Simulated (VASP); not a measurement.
Here is a VASP 6.6.1 calculation.

File INCAR:

```
PREC = Accurate
ENCUT = 520
EDIFF = 1E-6
ISMEAR = -1
SIGMA = 0.05
LREAL = False
LASPH = True
NELM = 100
ALGO = Normal
ISIF = 2
LWAVE = False
LCHARG = True
GGA = PS
LELF = True
LVHAR = True
NBANDS = 12
```

The input KPOINTS:

```
Automatic mesh
0
Gamma
  9 6 6
```

Contents of POSCAR:

```
Sb
1.0
    3.1014456505      0.0000000000      0.0000000000
    0.0000000000      4.3183391477      0.0000000000
   -0.0386538176      0.0000000000      4.3762816325
Sb
2
Direct
    0.0113890000      0.2500000000      0.2411660000
    0.9886110000      0.7500000000      0.7588340000
```

Potentials or basis: VASP PAW PBE potentials, release 64 (Sb).

Launch:

```console
$ cat potpaw_PBE.64/Sb/POTCAR > POTCAR
$ mpirun -np 1 vasp_std > vasp.out
```

Question: What does it give for the band gap on the k mesh?

Answer: Zero (bands 5 and 6 overlap by 8.53 eV).

Question: Predict the pressure.

Answer: -1.1 GPa.

Question: What does it give for the largest force?

Answer: 0.081 eV/Å.

Stress tensor (GPa, compression positive):
```
-0.86  0.00  0.09
 0.00 -1.31  0.00
 0.09  0.00 -0.98
```

Caveat: the PAW data sets were made with another functional, which shifts forces and pressure a little; spin-orbit coupling is left out, which moves the levels of the heavy elements.
